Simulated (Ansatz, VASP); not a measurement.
La4HfO: VASP beside Ansatz

```
CELL_PARAMETERS angstrom
3.32676 0.00000 0.00000
0.00000 6.91316 0.00000
0.00000 0.00000 8.17563
ATOMIC_POSITIONS crystal
La 0.50000 0.00000 0.78475
La 0.50000 0.50000 0.19212
La 0.50000 0.50000 0.80788
La 0.50000 0.00000 0.21525
Hf 0.00000 0.50000 0.50000
O 0.00000 0.00000 0.00000
```

Change from the starting cell: species swapped into the HfZrB4 type (Pmmm, No. 47).

Alike in both runs: functional PBE; k mesh 12 × 6 × 6; occupations gaussian, width 0.1 eV; no spin polarisation.

Ansatz relaxed the structure, and its values are those at the end. VASP's run is a single point on that final structure, the one shown.

|  | VASP | Ansatz |
| --- | --- | --- |
| version | VASP 6.6.1 | Ansatz 0.2.0 |
| potentials or method | VASP PAW PBE potentials, release 64 (La, Hf_pv, O), cutoff 520 eV | scalar-relativistic, plane waves, PAW |
| valence electrons in the cell | 60 | 76 |

Ansatz gave:

```
gap on the k mesh at the Fermi level (eV) : none
pressure (GPa)                            : 0.0
rms of the force components (eV/Å)        : 0.001
```

Problem. Which values does VASP return?

Solution. gap on the k mesh at the Fermi level (eV): none; pressure (GPa): -0.1; rms of the force components (eV/Å): 0.010.

A gap of «none» marks a metal or a gap that the smearing closes. With one functional, cell and mesh, what is left measures potentials, basis and numerics. VASP's potentials hold 60 valence electrons a cell and Ansatz's 76, so a difference there can come from the potentials and not from the codes.

Spin-orbit coupling is off throughout.
